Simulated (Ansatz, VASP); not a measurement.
# Two plane-wave programs on BaSeO

```
CELL_PARAMETERS angstrom
-2.22537 2.22537 3.68016
2.22537 -2.22537 3.68016
2.22537 2.22537 -3.68016
ATOMIC_POSITIONS crystal
Ba 0.96333 0.96333 0.00000
Se 0.39571 0.39571 0.00000
O 0.64096 0.64096 0.00000
```

Alike in both runs: task electric field gradients; functional LDA; k mesh 10 × 10 × 10; no spin polarisation.

|  | VASP | Ansatz |
| --- | --- | --- |
| version | VASP 6.6.1 | Ansatz 0.2.0 |
| potentials or method | VASP PAW LDA potentials, release 64 (Ba_sv, Se, O), cutoff 520 eV | scalar-relativistic, plane waves, PAW |
| occupations | gaussian, width 0.01 eV | fixed |
| valence electrons in the cell | 22 | 32 |

```csv
,VASP,Ansatz,Ansatz less VASP
gap on the k mesh at the Fermi level (eV),0.82,0.93,+0.111
least direct gap on the mesh (eV),0.82,0.93,+0.112
pressure (GPa),1.4,0.0,-1.42
"traceless stress, the component that is largest in VASP (GPa)",1.37,0.00,-1.367
rms of the force components (eV/Å),0.120,0.000,-0.1201
size of Vzz on the site where it differs most (V/Å²),649.0,668.6,+19.59
```

LDA's correlation is that of Perdew and Zunger in VASP and of Perdew and Wang (1992) in Ansatz. Atom by atom the forces differ by 0.120 eV/Å (rms over components). VASP's potentials hold 22 valence electrons a cell and Ansatz's 32, so a difference there can come from the potentials and not from the codes.

Spin-orbit coupling is off throughout.
